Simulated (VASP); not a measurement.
# W2Br3 in VASP: a series of runs

W2Br3 is run at these levels: PBE; tasks: single point.

Program: VASP 6.6.1. These are calculated values, not measurements. Logs are shortened: lines on timing, memory, paths and dates and some standing lists are left out, and cuts for length are marked.

## 1. The cell of the first run

The typed cell holds 10 atoms: a = 6.360 Å, b = 3.139 Å, c = 12.950 Å, α = 90.00°, β = 90.00°, γ = 90.00°.

## 2. Single point, PBE

INCAR reads:

```
SYSTEM = W2Br3
PREC     = Accurate       ! precision mode
ENCUT    = 520            ! plane-wave cutoff, eV
EDIFF    = 1E-6           ! SCF threshold, eV
ISMEAR   = 0              ! smearing method
SIGMA    = 0.1            ! smearing width, eV
LREAL    = .False.        ! projectors in reciprocal space
LASPH    = .True.         ! aspherical terms in the spheres
NELM     = 100            ! most SCF steps
ALGO     = Normal         ! electronic algorithm
ISIF     = 2              ! what is computed and relaxed
LWAVE    = .False.        ! write WAVECAR
LCHARG   = .False.        ! write CHGCAR
GGA      = PE             ! functional
NBANDS   = 60             ! bands
```

KPOINTS reads:

```
regular mesh
0
Gamma
  2 6 2
  0 0 0
```

POSCAR reads:

```
W2Br3
1.0
    6.3598476011      0.0000000000      0.0546148353
    0.0000000000      3.1387734676      0.0000000000
   -0.1103441486      0.0000000000     12.9497835943
W Br
4 6
Direct
    0.4331067174      0.5000000000      0.7985020094
    0.1386248891      0.5000000000      0.3158075399
    0.1389579277      0.5000000000      0.6841765103
    0.4327987827      0.5000000000      0.2015311509
    0.0567665856      0.5000000000      0.8733747687
    0.7166870258      0.5000000000      0.3310038121
    0.5471553282      0.5000000000      1.0000188082
    0.2623703926      0.5000000000      0.4999735353
    0.7169948919      0.5000000000      0.6689932679
    0.0565374591      0.5000000000      0.1266185972
```

Potentials or basis: VASP PAW PBE potentials, release 64 (W_sv, Br).

The run is started by

```bash
cat potpaw_PBE.64/W_sv/POTCAR potpaw_PBE.64/Br/POTCAR > POTCAR
mpirun -np 1 vasp_std > vasp.out
```

OUTCAR:

```text
SYSTEM = W2Br3
   PREC = Accurate
   ENCUT = 520
   EDIFF = 1E-6
   ISMEAR = 0
   LREAL = .False.
   LASPH = .True.
   NELM = 100
   ISIF = 2
   GGA = PE

 ion  position               nearest neighbor table
   1  0.433  0.500  0.799-   3 2.39   9 2.46   5 2.58   7 2.71
   2  0.139  0.500  0.316-   4 2.39  10 2.51   8 2.51   6 2.69
   3  0.139  0.500  0.684-   1 2.39   5 2.51   8 2.51   9 2.69
   4  0.433  0.500  0.202-   2 2.39   6 2.46  10 2.58   7 2.71
   5  0.057  0.500  0.873-   3 2.51   1 2.58
   6  0.717  0.500  0.331-   4 2.46   2 2.69
   7  0.547  0.500  0.000-   1 2.71   4 2.71
   8  0.262  0.500  0.500-   3 2.51   2 2.51
   9  0.717  0.500  0.669-   1 2.46   3 2.69
  10  0.057  0.500  0.127-   2 2.51   4 2.58

  LATTYP: Found a simple monoclinic cell.
 ALAT       =     6.3600820977
 B/A-ratio  =     0.4935114704
 C/A-ratio  =     2.0361771285
 COS(beta)  =    -0.0000665131

  Lattice vectors:

 A1 = (   6.3598476011,   0.0000000000,   0.0546148353)
 A2 = (   0.0000000000,  -3.1387734676,   0.0000000000)
 A3 = (   0.1103441486,   0.0000000000, -12.9497835943)

Analysis of symmetry for initial positions (statically):
=====================================================================
 Subroutine PRICEL returns:
 Original cell was already a primitive cell.

 Routine SETGRP: Setting up the symmetry group for a
 simple monoclinic supercell.

 Subroutine GETGRP returns: Found  2 space group operations
 (whereof  2 operations were pure point group operations)
 out of a pool of  4 trial point group operations.

The static configuration has the point symmetry C_1h.

Analysis of symmetry for dynamics (positions and initial velocities):
=====================================================================
 Subroutine PRICEL returns:
 Original cell was already a primitive cell.

 Routine SETGRP: Setting up the symmetry group for a
 simple monoclinic supercell.

 Subroutine GETGRP returns: Found  2 space group operations
 (whereof  2 operations were pure point group operations)
 out of a pool of  4 trial point group operations.

The dynamic configuration has the point symmetry C_1h.

 Subroutine INISYM returns: Found  2 space group operations
 (whereof  2 operations are pure point group operations),
 and found     1 'primitive' translations

----------------------------------------------------------------------------------------

                                     Primitive cell

  volume of cell :     258.5241

  direct lattice vectors                    reciprocal lattice vectors
     6.359847601  0.000000000  0.054614835     0.157224967  0.000000000  0.001339702
     0.000000000  3.138773468  0.000000000     0.000000000  0.318595786  0.000000000
    -0.110344149  0.000000000 12.949783594    -0.000663086  0.000000000  0.077215718

  length of vectors
     6.360082098  3.138773468 12.950253703     0.157230675  0.318595786  0.077218565

  position of ions in fractional coordinates (direct lattice)
     0.433106717  0.500000000  0.798502009
     0.138624889  0.500000000  0.315807540
     0.138957928  0.500000000  0.684176510
     0.432798783  0.500000000  0.201531151
     0.056766586  0.500000000  0.873374769
     0.716687026  0.500000000  0.331003812
     0.547155328  0.500000000  0.000018808
     0.262370393  0.500000000  0.499973535
     0.716994892  0.500000000  0.668993268
     0.056537459  0.500000000  0.126618597

  ion indices of the primitive-cell ions
   primitive index   ion index
                 1           1
                 2           2
                 3           3
                 4           4
                 5           5
                 6           6
                 7           7
                 8           8
                 9           9
                10          10

----------------------------------------------------------------------------------------

 KPOINTS: regular mesh

Automatic generation of k-mesh.
 Grid dimensions read from file:
 generate k-points for:    2    6    2

 Generating k-lattice:

  Cartesian coordinates                     Fractional coordinates (reciprocal lattice)
     0.078612484  0.000000000  0.000669851     0.500000000  0.000000000  0.000000000
     0.000000000  0.053099298  0.000000000     0.000000000  0.166666667  0.000000000
    -0.000331543  0.000000000  0.038607859     0.000000000  0.000000000  0.500000000

  Length of vectors
     0.078615338  0.053099298  0.038609282

  Shift w.r.t. Gamma in fractional coordinates (k-lattice)
     0.000000000  0.000000000  0.000000000

 Subroutine IBZKPT returns following result:
 ===========================================

 Found     16 irreducible k-points:

 Following reciprocal coordinates:
            Coordinates               Weight
  0.000000  0.000000  0.000000      1.000000
  0.500000  0.000000  0.000000      1.000000
  0.000000  0.166667  0.000000      2.000000
  0.500000  0.166667  0.000000      2.000000
  0.000000  0.333333  0.000000      2.000000
  0.500000  0.333333  0.000000      2.000000
[... 8 lines left out ...]
  0.000000  0.500000  0.500000      1.000000
  0.500000  0.500000  0.500000      1.000000
   k-points           NKPTS =     16   k-points in BZ     NKDIM =     16   number of bands    NBANDS=     60
   number of dos      NEDOS =    301   number of ions     NIONS =     10
   total plane-waves  NPLWV = 110592
   dimension x,y,z NGX =    48 NGY =   24 NGZ =   96
   dimension x,y,z NGXF=    96 NGYF=   48 NGZF=  192
   ions per type =               4   6
   NGX,Y,Z   is equivalent  to a cutoff of  12.55, 12.71, 12.32 a.u.
   NGXF,Y,Z  is equivalent  to a cutoff of  25.09, 25.42, 24.65 a.u.
 SYSTEM =  W2Br3
   PREC   = accura    normal or accurate (medium, high low for compatibility)
   ISTART =      0    job   : 0-new  1-cont  2-samecut
   ICHARG =      2    charge: 1-file 2-atom 10-const
   ISPIN  =      1    spin polarized calculation?
   LNONCOLLINEAR =      F non collinear calculations
   LSORBIT =      F    spin-orbit coupling
   LASPH  =      T    aspherical Exc in radial PAW
   ENCUT  =  520.0 eV  38.22 Ry    6.18 a.u.  11.83  5.84 24.08*2*pi/ulx,y,z
   NELM   =    100;   NELMIN=  2; NELMDL= -5     # of ELM steps
   EDIFF  = 0.1E-05   stopping-criterion for ELM
   LREAL  =      F    real-space projection
   EDIFFG = 0.1E-04   stopping-criterion for IOM
   NSW    =      0    number of steps for IOM
   IBRION =     -1    ionic relax: 0-MD 1-quasi-New 2-CG
   NFREE  =      0    steps in history (QN), initial steepest desc. (CG)
   ISIF   =      2    stress and relaxation
   ISYM   =      2    0-nonsym 1-usesym 2-fastsym
   POTIM  = 0.5000    time-step for ionic-motion
   TEBEG  =    0.0;   TEEND  =   0.0 temperature during run
   PSTRESS=    0.0 pullay stress
   NELECT =      98.0000    total number of electrons
   NUPDOWN=      -1.0000    fix difference up-down
   EMIN   =  10.00;   EMAX   =-10.00  energy-range for DOS
   EFERMI =   0.00;   METHOD = LEGACY
   ISMEAR =     0;   SIGMA  =   0.10  broadening in eV -4-tet -1-fermi 0-gaus
   EFERMI_NEDOS =   21; number of points for ismear=-14 and -15
   IALGO  =     38    algorithm
   IMIX   =      4    mixing-type and parameters
     AMIX     =   0.40;   BMIX     =  1.00
     AMIX_MAG =   1.60;   BMIX_MAG =  1.00
  volume/ion in A,a.u.               =      25.85       174.46
  Fermi-wavevector in a.u.,A,eV,Ry     =   1.184813  2.238972 19.099616  1.403782
  Thomas-Fermi vector in A             =   2.321020
   LORBIT       =      0    0 simple, 1 ext, 2 COOP (PROOUT), +10 PAW based schemes
   GGA     = PE    functional components
   LHFCALC =     F    Hartree Fock is set to
   AEXX    =    0.0000 exact exchange contribution
   IVDW    =     0    specifies the selected vdW correction
   LEPSILON=     F    determine dielectric tensor
   LRPA    =     F    only Hartree local field effects (RPA)
 non-spin polarized calculation
 Gauss-broadening in eV      SIGMA  =   0.10
  energy-cutoff  :      520.00
  volume of cell :      258.52
 maximum number of plane-waves:      7000
 NGX is ok and might be reduce to    48
   NGX = 23   NGY = 11   NGZ = 49

 number of electron      98.0000010 magnetization

 Free energy of the ion-electron system (eV)
  ---------------------------------------------------
  ext. energy  EPLUGINS =         0.00000000
  ---------------------------------------------------
  free energy    TOTEN  =       -56.10406911 eV

  energy without entropy =      -56.07636665  energy(sigma->0) =      -56.09021788

 E-fermi :   4.3197     XC(G=0):  -9.5922

 val. band max:        4.3082985599   @ k =   0.5000   0.3333   0.5000
 cond. band min:       4.3623158385   @ k =   0.0000   0.3333   0.0000
 fundamental gap:      0.0540172785
 Fermi energy:         4.3197451478

 k-point     1 :       0.0000    0.0000    0.0000
  band No.  band energies     occupation
      1     -69.9193      2.00000
      2     -69.9184      2.00000
      3     -69.7765      2.00000
      4     -69.7754      2.00000
      5     -34.7345      2.00000
      6     -34.7337      2.00000
[... 52 lines left out ...]
     59       7.0528      0.00000
     60       7.2745      0.00000

 k-point     2 :       0.5000    0.0000    0.0000
  band No.  band energies     occupation
      1     -69.9193      2.00000
      2     -69.9184      2.00000
      3     -69.7765      2.00000
      4     -69.7754      2.00000
      5     -34.7340      2.00000
      6     -34.7332      2.00000
[... 52 lines left out ...]
     59       7.4007      0.00000
     60       7.4154      0.00000

 k-point     3 :       0.0000    0.1667    0.0000
  band No.  band energies     occupation
      1     -69.9170      2.00000
      2     -69.9161      2.00000
      3     -69.7743      2.00000
      4     -69.7731      2.00000
      5     -34.7284      2.00000
      6     -34.7276      2.00000
[... 808 lines left out ...]
     59       7.5778      0.00000
     60       7.8846      0.00000

 k-point    16 :       0.5000    0.5000    0.5000
  band No.  band energies     occupation
      1     -69.9100      2.00000
      2     -69.9092      2.00000
      3     -69.7676      2.00000
      4     -69.7665      2.00000
      5     -34.7094      2.00000
      6     -34.7087      2.00000
[... 52 lines left out ...]
     59       7.5247      0.00000
     60       7.8411      0.00000

------------------------ aborting loop because EDIFF is reached ----------------------------------------

  FORCE on cell =-STRESS in cart. coord.  units (eV):
  Direction    XX          YY          ZZ          XY          YZ          ZX
  --------------------------------------------------------------------------------------
  -------------------------------------------------------------------------------------
  Total        0.4391650     -0.0293413      0.3057741      0.0000000      0.0000000     -0.0018822
  in kB        2.7216816     -0.1818398      1.8950049      0.0000000      0.0000000     -0.0116646
  external PRESSURE =       1.4782822 kB  Pullay stress =       0.0000000 kB

 VOLUME and BASIS-vectors are now :
 -----------------------------------------------------------------------------
  energy-cutoff  :      520.00
  volume of cell :      258.52
      direct lattice vectors                 reciprocal lattice vectors
     6.359847601  0.000000000  0.054614835     0.157224967  0.000000000  0.001339702
     0.000000000  3.138773468  0.000000000     0.000000000  0.318595786  0.000000000
    -0.110344149  0.000000000 12.949783594    -0.000663086  0.000000000  0.077215718

 POSITION                                       TOTAL-FORCE (eV/Angst)
 -----------------------------------------------------------------------------------
      2.66638      1.56939     10.36408         0.113797      0.000000      0.047208
      0.84679      1.56939      4.09721        -0.098430      0.000000      0.070279
      0.80826      1.56939      8.86753        -0.098330      0.000000     -0.066042
      2.73030      1.56939      2.63342         0.118252      0.000000     -0.048162
      0.26466      1.56939     11.31311        -0.002668      0.000000      0.010752
      4.52150      1.56939      4.32557        -0.019097      0.000000     -0.005363
      3.47982      1.56939      0.03013        -0.008502      0.000000     -0.000860
      1.61347      1.56939      6.48888         0.018122      0.000000     -0.000389
      4.48616      1.56939      8.70248        -0.019568      0.000000      0.005853
      0.34560      1.56939      1.64277        -0.003578      0.000000     -0.013276
 -----------------------------------------------------------------------------------
    total drift:                                0.000203     -0.000000     -0.000106

  FREE ENERGIE OF THE ION-ELECTRON SYSTEM (eV)
  ---------------------------------------------------
  free  energy   TOTEN  =       -56.1040691110 eV

  energy  without entropy=      -56.0763666530  energy(sigma->0) =      -56.09021788
```

It took 7.5 min on 1 thread of Oxide Virtual Turin-like, shared host; peak memory 0.41 GiB.

Results:

| Quantity | Value |
| --- | --- |
| Free energy | -56.1041 eV |
| Pressure | 0.1 GPa |
| Largest force | 0.128 eV/Å |
| Band gap on the k mesh | zero (bands 49 and 50 overlap by 0.65 eV) |

Forces on the atoms (eV/Å):
```
W    0.114  0.000  0.047
W   -0.098  0.000  0.070
W   -0.098  0.000 -0.066
W    0.118  0.000 -0.048
Br  -0.003  0.000  0.011
Br  -0.019  0.000 -0.005
Br  -0.009  0.000 -0.001
Br   0.018  0.000  0.000
Br  -0.020  0.000  0.006
Br  -0.004  0.000 -0.013
```

Stress tensor (GPa, compression positive):
```
 0.27  0.00  0.00
 0.00 -0.02  0.00
 0.00  0.00  0.19
```

Caveat: the k points lie up to 0.49 Å⁻¹ apart, too coarse for converged energies and pressures of a metal; spin-orbit coupling is left out, which moves the levels of the heavy elements.

(Continued in part 2 of 2.)
